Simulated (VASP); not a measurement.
# CaO (Fm-3m) in VASP: single point with r2SCAN

Aim: the single point of CaO with r2SCAN.

Everything below comes from runs of VASP 6.6.1. Logs are shortened: lines on timing, memory, paths and dates and some standing lists are left out, and cuts for length are marked.

## 1. The cell of the first run

Symmetry: Fm-3m, No. 225, cubic system. The conventional cell has a = 4.795 Å, b = 4.795 Å, c = 4.795 Å, α = 90.00°, β = 90.00°, γ = 90.00°. Ca (site symmetry m-3m) has 6 O at 2.40 Å within 3.2 Å. O (site symmetry m-3m) has 6 Ca at 2.40 Å within 3.2 Å.

## 2. Single point, r2SCAN

POSCAR

```
CaO
1.0
    0.0000000000      2.3975501260      2.3975501260
    2.3975501260      0.0000000000      2.3975501260
    2.3975501260      2.3975501260      0.0000000000
Ca O
1 1
Direct
    0.0000000000      0.0000000000      0.0000000000
    0.5000000000      0.5000000000      0.5000000000
```

INCAR.step1

```
PREC = Accurate ; ENCUT = 910
ISMEAR = 0 ; SIGMA = 0.01
LREAL = False ; LASPH = True
NELM = 120 ; NBANDS = 15
GGA = PE ; ALGO = Normal
EDIFF = 1E-5 ; LWAVE = True
LCHARG = False ; GGA_COMPAT = False
```

INCAR.step2

```
PREC = Accurate ; ENCUT = 910
EDIFF = 1E-6 ; ISMEAR = 0
SIGMA = 0.01 ; LREAL = False
LASPH = True ; NELM = 120
ALGO = Normal ; ISIF = 2
LWAVE = False ; LCHARG = True
METAGGA = R2SCAN ; LMIXTAU = True
LELF = True ; LVHAR = True
NBANDS = 15 ; ISTART = 1
GGA_COMPAT = False
```

KPOINTS

```
Automatic mesh
0
Gamma
  8 8 8
```

Potentials or basis: VASP PAW PBE potentials, release 64 (Ca_sv, O_h).

Launch:

```console
> cat potpaw_PBE.64/Ca_sv/POTCAR potpaw_PBE.64/O_h/POTCAR > POTCAR
> cp INCAR.step1 INCAR
> mpirun -np 1 vasp_std > vasp.out
> cp INCAR.step2 INCAR
> mpirun -np 1 vasp_std > vasp.out
```

OUTCAR:

```text
PREC = Accurate
   ENCUT = 910
   EDIFF = 1E-6
   ISMEAR = 0
   LREAL = False
   LASPH = True
   NELM = 120
   ISIF = 2
   METAGGA = R2SCAN
   ISTART = 1

 ion  position               nearest neighbor table
   1  0.000  0.000  0.000-
   2  0.500  0.500  0.500-

  LATTYP: Found a face centered cubic cell.
 ALAT       =     4.7951002520

  Lattice vectors:

 A1 = (   0.0000000000,   2.3975501260,   2.3975501260)
 A2 = (   2.3975501260,   0.0000000000,   2.3975501260)
 A3 = (   2.3975501260,   2.3975501260,   0.0000000000)

Analysis of symmetry for initial positions (statically):
=====================================================================
 Subroutine PRICEL returns:
 Original cell was already a primitive cell.

 Routine SETGRP: Setting up the symmetry group for a
 face centered cubic supercell.

 Subroutine GETGRP returns: Found 48 space group operations
 (whereof 48 operations were pure point group operations)
 out of a pool of 48 trial point group operations.

The static configuration has the point symmetry O_h .

Analysis of symmetry for dynamics (positions and initial velocities):
=====================================================================
 Subroutine PRICEL returns:
 Original cell was already a primitive cell.

 Routine SETGRP: Setting up the symmetry group for a
 face centered cubic supercell.

 Subroutine GETGRP returns: Found 48 space group operations
 (whereof 48 operations were pure point group operations)
 out of a pool of 48 trial point group operations.

The dynamic configuration has the point symmetry O_h .

 Subroutine INISYM returns: Found 48 space group operations
 (whereof 48 operations are pure point group operations),
 and found     1 'primitive' translations

----------------------------------------------------------------------------------------

                                     Primitive cell

  volume of cell :      27.5634

  direct lattice vectors                    reciprocal lattice vectors
     0.000000000  2.397550126  2.397550126    -0.208546213  0.208546213  0.208546213
     2.397550126  0.000000000  2.397550126     0.208546213 -0.208546213  0.208546213
     2.397550126  2.397550126  0.000000000     0.208546213  0.208546213 -0.208546213

  length of vectors
     3.390647905  3.390647905  3.390647905     0.361212637  0.361212637  0.361212637

  position of ions in fractional coordinates (direct lattice)
     0.000000000  0.000000000  0.000000000
     0.500000000  0.500000000  0.500000000

  ion indices of the primitive-cell ions
   primitive index   ion index
                 1           1
                 2           2

----------------------------------------------------------------------------------------

 KPOINTS: Automatic mesh

Automatic generation of k-mesh.
 Grid dimensions read from file:
 generate k-points for:    8    8    8

 Generating k-lattice:

  Cartesian coordinates                     Fractional coordinates (reciprocal lattice)
    -0.026068277  0.026068277  0.026068277     0.125000000  0.000000000  0.000000000
     0.026068277 -0.026068277  0.026068277     0.000000000  0.125000000  0.000000000
     0.026068277  0.026068277 -0.026068277     0.000000000  0.000000000  0.125000000

  Length of vectors
     0.045151580  0.045151580  0.045151580

  Shift w.r.t. Gamma in fractional coordinates (k-lattice)
     0.000000000  0.000000000  0.000000000

 Subroutine IBZKPT returns following result:
 ===========================================

 Found     29 irreducible k-points:

 Following reciprocal coordinates:
            Coordinates               Weight
  0.000000  0.000000  0.000000      1.000000
  0.125000  0.000000  0.000000      8.000000
  0.250000  0.000000  0.000000      8.000000
  0.375000  0.000000  0.000000      8.000000
  0.500000  0.000000  0.000000      4.000000
  0.125000  0.125000  0.000000      6.000000
[... 16 lines left out ...]
  0.500000  0.250000  0.125000     48.000000
 -0.375000  0.250000  0.125000     24.000000
 [... further k-points ...]
   k-points           NKPTS =     29   k-points in BZ     NKDIM =     29   number of bands    NBANDS=     15
   number of dos      NEDOS =    301   number of ions     NIONS =      2
   total plane-waves  NPLWV =  46656
   dimension x,y,z NGX =    36 NGY =   36 NGZ =   36
   dimension x,y,z NGXF=    72 NGYF=   72 NGZF=   72
   ions per type =               1   1
   NGX,Y,Z   is equivalent  to a cutoff of  17.65, 17.65, 17.65 a.u.
   NGXF,Y,Z  is equivalent  to a cutoff of  35.30, 35.30, 35.30 a.u.
 SYSTEM =  unknown system
   PREC   = accura    normal or accurate (medium, high low for compatibility)
   ISTART =      1    job   : 0-new  1-cont  2-samecut
   ICHARG =      0    charge: 1-file 2-atom 10-const
   ISPIN  =      1    spin polarized calculation?
   LNONCOLLINEAR =      F non collinear calculations
   LSORBIT =      F    spin-orbit coupling
   LASPH  =      T    aspherical Exc in radial PAW
   ENCUT  =  910.0 eV  66.88 Ry    8.18 a.u.   8.34  8.34  8.34*2*pi/ulx,y,z
   NELM   =    120;   NELMIN=  2; NELMDL=  0     # of ELM steps
   EDIFF  = 0.1E-05   stopping-criterion for ELM
   LREAL  =      F    real-space projection
   EDIFFG = 0.1E-04   stopping-criterion for IOM
   NSW    =      0    number of steps for IOM
   IBRION =     -1    ionic relax: 0-MD 1-quasi-New 2-CG
   NFREE  =      0    steps in history (QN), initial steepest desc. (CG)
   ISIF   =      2    stress and relaxation
   ISYM   =      2    0-nonsym 1-usesym 2-fastsym
   POTIM  = 0.5000    time-step for ionic-motion
   TEBEG  =    0.0;   TEEND  =   0.0 temperature during run
   PSTRESS=    0.0 pullay stress
   NELECT =      16.0000    total number of electrons
   NUPDOWN=      -1.0000    fix difference up-down
   EMIN   =  10.00;   EMAX   =-10.00  energy-range for DOS
   EFERMI =   0.00;   METHOD = LEGACY
   ISMEAR =     0;   SIGMA  =   0.01  broadening in eV -4-tet -1-fermi 0-gaus
   EFERMI_NEDOS =   21; number of points for ismear=-14 and -15
   IALGO  =     38    algorithm
   IMIX   =      4    mixing-type and parameters
     AMIX     =   0.40;   BMIX     =  1.00
     AMIX_MAG =   1.60;   BMIX_MAG =  1.00
  volume/ion in A,a.u.               =      13.78        93.00
  Fermi-wavevector in a.u.,A,eV,Ry     =   1.365643  2.580691 25.374598  1.864980
  Thomas-Fermi vector in A             =   2.491853
   LORBIT       =      0    0 simple, 1 ext, 2 COOP (PROOUT), +10 PAW based schemes
   METAGGA = R2SCAN    functional components
   LHFCALC =     F    Hartree Fock is set to
   AEXX    =    0.0000 exact exchange contribution
   IVDW    =     0    specifies the selected vdW correction
   LEPSILON=     F    determine dielectric tensor
   LRPA    =     F    only Hartree local field effects (RPA)
 non-spin polarized calculation
 Gauss-broadening in eV      SIGMA  =   0.01
  energy-cutoff  :      910.00
  volume of cell :       27.56
 maximum number of plane-waves:      1759
 NGX is ok and might be reduce to    36
   NGX = 17   NGY = 17   NGZ = 17

 number of electron      16.0000000 magnetization

 Free energy of the ion-electron system (eV)
  ---------------------------------------------------
  ext. energy  EPLUGINS =         0.00000000
  ---------------------------------------------------
  free energy    TOTEN  =       -19.46348813 eV

  energy without entropy =      -19.46348813  energy(sigma->0) =      -19.46348813

 E-fermi :   2.4997     XC(G=0): -11.1145

 val. band max:        2.3312597152   @ k =   0.0000   0.0000   0.0000
 cond. band min:       6.5225774138   @ k =   0.5000   0.5000   0.0000
 fundamental gap:      4.1913176986
 Fermi energy:         2.4996867185

 k-point     1 :       0.0000    0.0000    0.0000
  band No.  band energies     occupation
      1     -36.6936      2.00000
      2     -16.5804      2.00000
      3     -16.5804      2.00000
      4     -16.5804      2.00000
      5     -14.1578      2.00000
      6       2.3313      2.00000
      7       2.3313      2.00000
      8       2.3313      2.00000
      9       7.8187      0.00000
     10       9.2059      0.00000
     11       9.2059      0.00000
     12       9.2059      0.00000
     13      10.8149      0.00000
     14      10.8149      0.00000
     15      18.1542      0.00000

 k-point     2 :       0.1250    0.0000    0.0000
  band No.  band energies     occupation
      1     -36.6784      2.00000
      2     -16.8297      2.00000
      3     -16.5880      2.00000
      4     -16.5880      2.00000
      5     -13.8996      2.00000
      6       1.8154      2.00000
      7       2.1216      2.00000
      8       2.1216      2.00000
      9       8.5001      0.00000
     10       9.1614      0.00000
     11       9.4790      0.00000
     12       9.4790      0.00000
     13      11.1917      0.00000
     14      11.1917      0.00000
     15      18.7623      0.00000

 k-point     3 :       0.2500    0.0000    0.0000
  band No.  band energies     occupation
      1     -36.6414      2.00000
      2     -17.3029      2.00000
      3     -16.6063      2.00000
      4     -16.6063      2.00000
      5     -13.4032      2.00000
      6       0.8230      2.00000
      7       1.6689      2.00000
      8       1.6689      2.00000
      9       9.2359      0.00000
     10       9.9794      0.00000
     11      10.1970      0.00000
     12      10.1970      0.00000
     13      12.1028      0.00000
     14      12.1028      0.00000
     15      19.1655      0.00000
[... 343 lines left out ...]
 k-point    23 :       0.5000    0.2500    0.1250
  band No.  band energies     occupation
      1     -36.5851      2.00000
      2     -17.5010      2.00000
      3     -16.8066      2.00000
      4     -16.6803      2.00000
      5     -13.2152      2.00000
      6       0.3450      2.00000
      7       1.2570      2.00000
      8       1.4977      2.00000
      9       8.8335      0.00000
     10      10.5534      0.00000
     11      11.5264      0.00000
     12      11.6732      0.00000
     13      13.0688      0.00000
     14      14.3237      0.00000
     15      18.1997      0.00000

 k-point    24 :      -0.3750    0.2500    0.1250
  band No.  band energies     occupation
      1     -36.5728      2.00000
      2     -17.5661      2.00000
      3     -16.8209      2.00000
      4     -16.7070      2.00000
      5     -13.1582      2.00000
      6       0.2968      2.00000
      7       1.2072      2.00000
      8       1.2699      2.00000
      9       9.7416      0.00000
     10       9.8319      0.00000
     11      11.8273      0.00000
     12      12.0591      0.00000
     13      13.3661      0.00000
     14      15.1373      0.00000
     15      17.3027      0.00000

 [... further k-points ...]

------------------------ aborting loop because EDIFF is reached ----------------------------------------

  FORCE on cell =-STRESS in cart. coord.  units (eV):
  Direction    XX          YY          ZZ          XY          YZ          ZX
  --------------------------------------------------------------------------------------
  -------------------------------------------------------------------------------------
  Total        0.1538314      0.1538314      0.1538314      0.0000000      0.0000000     -0.0000000
  in kB        8.9417505      8.9417505      8.9417505      0.0000000      0.0000000     -0.0000000
  external PRESSURE =       8.9417505 kB  Pullay stress =       0.0000000 kB

 VOLUME and BASIS-vectors are now :
 -----------------------------------------------------------------------------
  energy-cutoff  :      910.00
  volume of cell :       27.56
      direct lattice vectors                 reciprocal lattice vectors
     0.000000000  2.397550126  2.397550126    -0.208546213  0.208546213  0.208546213
     2.397550126  0.000000000  2.397550126     0.208546213 -0.208546213  0.208546213
     2.397550126  2.397550126  0.000000000     0.208546213  0.208546213 -0.208546213

 POSITION                                       TOTAL-FORCE (eV/Angst)
 -----------------------------------------------------------------------------------
      0.00000      0.00000      0.00000         0.000000     -0.000000      0.000000
      2.39755      2.39755      2.39755        -0.000000      0.000000     -0.000000
 -----------------------------------------------------------------------------------
    total drift:                                0.000000      0.000000      0.000000

  FREE ENERGIE OF THE ION-ELECTRON SYSTEM (eV)
  ---------------------------------------------------
  free  energy   TOTEN  =       -19.4634881312 eV

  energy  without entropy=      -19.4634881312  energy(sigma->0) =      -19.46348813
```

Run time: 2 min. Hardware: 1 thread of AMD EPYC 9R45 (Zen 5), shared host; peak memory 0.2 GiB.

What came out:

```
Free energy            : -19.4635 eV
Pressure               : 0.9 GPa
Band gap on the k mesh : 4.19 eV (least direct gap 4.56 eV)
```

Levels at points of the mesh, in eV from the valence-band top:
```csv
k point,band 5,band 6,band 7,band 8,band 9,band 10,band 11,band 12
"(0.00, 0.00, 0.00)",-16.49,0.00,0.00,0.00,5.49,6.87,6.87,6.87
"(0.50, 0.00, 0.00)",-15.18,-2.62,-1.21,-1.21,7.73,9.09,9.09,9.27
"(0.50, 0.50, 0.00)",-16.27,-1.29,-0.37,-0.37,4.19,8.82,9.68,10.29
```

Caveat: the cutoff is under 1.25 times the usual one of these potentials, so pressure, stress and relaxed cells hold a basis-set (Pulay) error; the PAW data sets were made with another functional, which shifts forces and pressure a little. A k mesh can miss the band edges.
